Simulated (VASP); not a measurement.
# GaN (Fm-3m) in VASP: single point with PBEsol

Aim: the single point of GaN with PBEsol.

All numbers are computed with VASP 6.6.1; they aren't measurements. Logs are shortened: lines on timing, memory, paths and dates and some standing lists are left out, and cuts for length are marked.

## Step 1: The cell of the first run

The structure is cubic, space group Fm-3m (No. 225). Conventional cell: a = 4.270 Å, b = 4.270 Å, c = 4.270 Å, α = 90.00°, β = 90.00°, γ = 90.00°. Ga (site symmetry m-3m) has 6 N at 2.14 Å within 2.8 Å. N (site symmetry m-3m) has 6 Ga at 2.14 Å within 2.8 Å.

## Step 2: Single point, PBEsol

Input file INCAR:

```
SYSTEM = GaN
PREC     = Accurate       ! precision mode
ENCUT    = 520            ! plane-wave cutoff, eV
EDIFF    = 1E-7           ! SCF threshold, eV
ISMEAR   = 0              ! smearing method
SIGMA    = 0.01           ! smearing width, eV
LREAL    = .FALSE.        ! projectors in reciprocal space
LASPH    = .TRUE.         ! aspherical terms in the spheres
NELM     = 80             ! most SCF steps
ALGO     = Normal         ! electronic algorithm
ISIF     = 2              ! what is computed and relaxed
LWAVE    = .FALSE.        ! write WAVECAR
LCHARG   = .FALSE.        ! write CHGCAR
GGA      = PS             ! functional
NBANDS   = 16             ! bands
```

Input file KPOINTS:

```
regular mesh
0
G
  8 8 8
  0 0 0
```

Input file POSCAR:

```
GaN
1.0
    0.0000000000      2.1352350000      2.1352350000
    2.1352350000      0.0000000000      2.1352350000
    2.1352350000      2.1352350000      0.0000000000
Ga N
1 1
Direct
    0.0000000000      0.0000000000      0.0000000000
    0.5000000000      0.5000000000      0.5000000000
```

Potentials or basis: VASP PAW PBE potentials, release 64 (Ga_d, N).

Run with:

```console
> cat potpaw_PBE.64/Ga_d/POTCAR potpaw_PBE.64/N/POTCAR > POTCAR
> mpirun -np 1 vasp_std > vasp.out
```

OUTCAR:

```text
SYSTEM = GaN
   PREC = Accurate
   ENCUT = 520
   EDIFF = 1E-7
   ISMEAR = 0
   LREAL = .FALSE.
   LASPH = .TRUE.
   NELM = 80
   ISIF = 2
   GGA = PS

 ion  position               nearest neighbor table
   1  0.000  0.000  0.000-   2 2.14   2 2.14   2 2.14   2 2.14   2 2.14   2 2.14
   2  0.500  0.500  0.500-   1 2.14   1 2.14   1 2.14   1 2.14   1 2.14   1 2.14

  LATTYP: Found a face centered cubic cell.
 ALAT       =     4.2704700000

  Lattice vectors:

 A1 = (   0.0000000000,   2.1352350000,   2.1352350000)
 A2 = (   2.1352350000,   0.0000000000,   2.1352350000)
 A3 = (   2.1352350000,   2.1352350000,   0.0000000000)

Analysis of symmetry for initial positions (statically):
=====================================================================
 Subroutine PRICEL returns:
 Original cell was already a primitive cell.

 Routine SETGRP: Setting up the symmetry group for a
 face centered cubic supercell.

 Subroutine GETGRP returns: Found 48 space group operations
 (whereof 48 operations were pure point group operations)
 out of a pool of 48 trial point group operations.

The static configuration has the point symmetry O_h .

Analysis of symmetry for dynamics (positions and initial velocities):
=====================================================================
 Subroutine PRICEL returns:
 Original cell was already a primitive cell.

 Routine SETGRP: Setting up the symmetry group for a
 face centered cubic supercell.

 Subroutine GETGRP returns: Found 48 space group operations
 (whereof 48 operations were pure point group operations)
 out of a pool of 48 trial point group operations.

The dynamic configuration has the point symmetry O_h .

 Subroutine INISYM returns: Found 48 space group operations
 (whereof 48 operations are pure point group operations),
 and found     1 'primitive' translations

----------------------------------------------------------------------------------------

                                     Primitive cell

  volume of cell :      19.4700

  direct lattice vectors                    reciprocal lattice vectors
     0.000000000  2.135235000  2.135235000    -0.234166263  0.234166263  0.234166263
     2.135235000  0.000000000  2.135235000     0.234166263 -0.234166263  0.234166263
     2.135235000  2.135235000  0.000000000     0.234166263  0.234166263 -0.234166263

  length of vectors
     3.019678296  3.019678296  3.019678296     0.405587864  0.405587864  0.405587864

  position of ions in fractional coordinates (direct lattice)
     0.000000000  0.000000000  0.000000000
     0.500000000  0.500000000  0.500000000

  ion indices of the primitive-cell ions
   primitive index   ion index
                 1           1
                 2           2

----------------------------------------------------------------------------------------

 KPOINTS: regular mesh

Automatic generation of k-mesh.
 Grid dimensions read from file:
 generate k-points for:    8    8    8

 Generating k-lattice:

  Cartesian coordinates                     Fractional coordinates (reciprocal lattice)
    -0.029270783  0.029270783  0.029270783     0.125000000  0.000000000  0.000000000
     0.029270783 -0.029270783  0.029270783     0.000000000  0.125000000  0.000000000
     0.029270783  0.029270783 -0.029270783     0.000000000  0.000000000  0.125000000

  Length of vectors
     0.050698483  0.050698483  0.050698483

  Shift w.r.t. Gamma in fractional coordinates (k-lattice)
     0.000000000  0.000000000  0.000000000

 Subroutine IBZKPT returns following result:
 ===========================================

 Found     29 irreducible k-points:

 Following reciprocal coordinates:
            Coordinates               Weight
  0.000000  0.000000  0.000000      1.000000
  0.125000  0.000000  0.000000      8.000000
  0.250000  0.000000  0.000000      8.000000
  0.375000  0.000000  0.000000      8.000000
  0.500000  0.000000  0.000000      4.000000
  0.125000  0.125000  0.000000      6.000000
[... 16 lines left out ...]
  0.500000  0.250000  0.125000     48.000000
 -0.375000  0.250000  0.125000     24.000000
 [... further k-points ...]
   k-points           NKPTS =     29   k-points in BZ     NKDIM =     29   number of bands    NBANDS=     16
   number of dos      NEDOS =    301   number of ions     NIONS =      2
   total plane-waves  NPLWV =  13824
   dimension x,y,z NGX =    24 NGY =   24 NGZ =   24
   dimension x,y,z NGXF=    48 NGYF=   48 NGZF=   48
   ions per type =               1   1
   NGX,Y,Z   is equivalent  to a cutoff of  13.21, 13.21, 13.21 a.u.
   NGXF,Y,Z  is equivalent  to a cutoff of  26.43, 26.43, 26.43 a.u.
 SYSTEM =  GaN
   PREC   = accura    normal or accurate (medium, high low for compatibility)
   ISTART =      0    job   : 0-new  1-cont  2-samecut
   ICHARG =      2    charge: 1-file 2-atom 10-const
   ISPIN  =      1    spin polarized calculation?
   LNONCOLLINEAR =      F non collinear calculations
   LSORBIT =      F    spin-orbit coupling
   LASPH  =      T    aspherical Exc in radial PAW
   ENCUT  =  520.0 eV  38.22 Ry    6.18 a.u.   5.61  5.61  5.61*2*pi/ulx,y,z
   NELM   =     80;   NELMIN=  2; NELMDL= -5     # of ELM steps
   EDIFF  = 0.1E-06   stopping-criterion for ELM
   LREAL  =      F    real-space projection
   EDIFFG = 0.1E-05   stopping-criterion for IOM
   NSW    =      0    number of steps for IOM
   IBRION =     -1    ionic relax: 0-MD 1-quasi-New 2-CG
   NFREE  =      0    steps in history (QN), initial steepest desc. (CG)
   ISIF   =      2    stress and relaxation
   ISYM   =      2    0-nonsym 1-usesym 2-fastsym
   POTIM  = 0.5000    time-step for ionic-motion
   TEBEG  =    0.0;   TEEND  =   0.0 temperature during run
   PSTRESS=    0.0 pullay stress
   NELECT =      18.0000    total number of electrons
   NUPDOWN=      -1.0000    fix difference up-down
   EMIN   =  10.00;   EMAX   =-10.00  energy-range for DOS
   EFERMI =   0.00;   METHOD = LEGACY
   ISMEAR =     0;   SIGMA  =   0.01  broadening in eV -4-tet -1-fermi 0-gaus
   EFERMI_NEDOS =   21; number of points for ismear=-14 and -15
   IALGO  =     38    algorithm
   IMIX   =      4    mixing-type and parameters
     AMIX     =   0.40;   BMIX     =  1.00
     AMIX_MAG =   1.60;   BMIX_MAG =  1.00
  volume/ion in A,a.u.               =       9.74        65.70
  Fermi-wavevector in a.u.,A,eV,Ry     =   1.594814  3.013761 34.605481  2.543431
  Thomas-Fermi vector in A             =   2.692830
   LORBIT       =      0    0 simple, 1 ext, 2 COOP (PROOUT), +10 PAW based schemes
   GGA     = PS    functional components
   LHFCALC =     F    Hartree Fock is set to
   AEXX    =    0.0000 exact exchange contribution
   IVDW    =     0    specifies the selected vdW correction
   LEPSILON=     F    determine dielectric tensor
   LRPA    =     F    only Hartree local field effects (RPA)
 non-spin polarized calculation
 Gauss-broadening in eV      SIGMA  =   0.01
  energy-cutoff  :      520.00
  volume of cell :       19.47
 maximum number of plane-waves:       544
 NGX is ok and might be reduce to    24
   NGX = 11   NGY = 11   NGZ = 11

 number of electron      18.0000005 magnetization

 Free energy of the ion-electron system (eV)
  ---------------------------------------------------
  ext. energy  EPLUGINS =         0.00000000
  ---------------------------------------------------
  free energy    TOTEN  =       -12.24344802 eV

  energy without entropy =      -12.24344802  energy(sigma->0) =      -12.24344802

 E-fermi :   7.4335     XC(G=0): -13.1024

 val. band max:        7.3742018384   @ k =  -0.2500   0.1250   0.0000
 cond. band min:       7.7133620028   @ k =   0.5000   0.5000   0.0000
 fundamental gap:      0.3391601644
 Fermi energy:         7.4335020249

 k-point     1 :       0.0000    0.0000    0.0000
  band No.  band energies     occupation
      1      -9.6184      2.00000
      2      -6.5547      2.00000
      3      -6.5547      2.00000
      4      -6.5547      2.00000
      5      -6.4656      2.00000
      6      -6.4656      2.00000
[... 8 lines left out ...]
     15      22.6672      0.00000
     16      22.6672      0.00000

 k-point     2 :       0.1250    0.0000    0.0000
  band No.  band energies     occupation
      1      -9.3226      2.00000
      2      -6.5652      2.00000
      3      -6.5445      2.00000
      4      -6.5445      2.00000
      5      -6.4793      2.00000
      6      -6.4793      2.00000
[... 8 lines left out ...]
     15      23.1494      0.00000
     16      23.1494      0.00000

 k-point     3 :       0.2500    0.0000    0.0000
  band No.  band energies     occupation
      1      -8.4877      2.00000
      2      -6.5949      2.00000
      3      -6.5949      2.00000
      4      -6.5893      2.00000
      5      -6.4363      2.00000
      6      -6.4363      2.00000
[... 8 lines left out ...]
     15      24.8598      0.00000
     16      24.8599      0.00000

 k-point     4 :       0.3750    0.0000    0.0000
  band No.  band energies     occupation
      1      -7.3528      2.00000
      2      -6.6669      2.00000
      3      -6.6669      2.00000
      4      -6.6073      2.00000
      5      -6.3700      2.00000
      6      -6.3700      2.00000
[... 8 lines left out ...]
     15      27.5134      0.00000
     16      27.5134      0.00000
[... 324 lines left out ...]
 k-point    22 :       0.3750    0.2500    0.1250
  band No.  band energies     occupation
      1      -8.0976      2.00000
      2      -6.6161      2.00000
      3      -6.5606      2.00000
      4      -6.4969      2.00000
      5      -6.4369      2.00000
      6      -6.1755      2.00000
[... 8 lines left out ...]
     15      28.1212      0.00000
     16      28.4868      0.00000

 k-point    23 :       0.5000    0.2500    0.1250
  band No.  band energies     occupation
      1      -7.6674      2.00000
      2      -6.6317      2.00000
      3      -6.5787      2.00000
      4      -6.5053      2.00000
      5      -6.3669      2.00000
      6      -5.5195      2.00000
[... 8 lines left out ...]
     15      28.0529      0.00000
     16      29.6003      0.00000

 k-point    24 :      -0.3750    0.2500    0.1250
  band No.  band energies     occupation
      1      -7.5451      2.00000
      2      -6.6553      2.00000
      3      -6.5781      2.00000
      4      -6.5040      2.00000
      5      -6.3382      2.00000
      6      -4.9846      2.00000
[... 8 lines left out ...]
     15      25.8906      0.00000
     16      30.4944      0.00000

 [... further k-points ...]
[... 5 lines left out ...]
  --------------------------------------------------------------------------------------
  -------------------------------------------------------------------------------------
  Total       -0.8841494     -0.8841494     -0.8841494      0.0000000      0.0000000     -0.0000000
  in kB      -72.7560674    -72.7560674    -72.7560674      0.0000000      0.0000000     -0.0000000
  external PRESSURE =     -72.7560674 kB  Pullay stress =       0.0000000 kB

 VOLUME and BASIS-vectors are now :
 -----------------------------------------------------------------------------
  energy-cutoff  :      520.00
  volume of cell :       19.47
      direct lattice vectors                 reciprocal lattice vectors
     0.000000000  2.135235000  2.135235000    -0.234166263  0.234166263  0.234166263
     2.135235000  0.000000000  2.135235000     0.234166263 -0.234166263  0.234166263
     2.135235000  2.135235000  0.000000000     0.234166263  0.234166263 -0.234166263

 POSITION                                       TOTAL-FORCE (eV/Angst)
 -----------------------------------------------------------------------------------
      0.00000      0.00000      0.00000         0.000000     -0.000000      0.000000
      2.13524      2.13524      2.13524        -0.000000      0.000000     -0.000000
 -----------------------------------------------------------------------------------
    total drift:                                0.000000     -0.000000     -0.000000

  FREE ENERGIE OF THE ION-ELECTRON SYSTEM (eV)
  ---------------------------------------------------
  free  energy   TOTEN  =       -12.2434480170 eV

  energy  without entropy=      -12.2434480170  energy(sigma->0) =      -12.24344802
```

Run time: 4.2 s. Hardware: 1 thread of Intel Xeon 6975P-C (Granite Rapids), shared host; peak memory 0.13 GiB.

Results:

```yaml
Free_energy: -12.2434 eV
Pressure: -7.3 GPa
Band_gap_on_the_k_mesh: 0.34 eV, indirect (least direct gap 2.37 eV)
```

Caveat: the PAW data sets were made with another functional, which shifts forces and pressure a little.
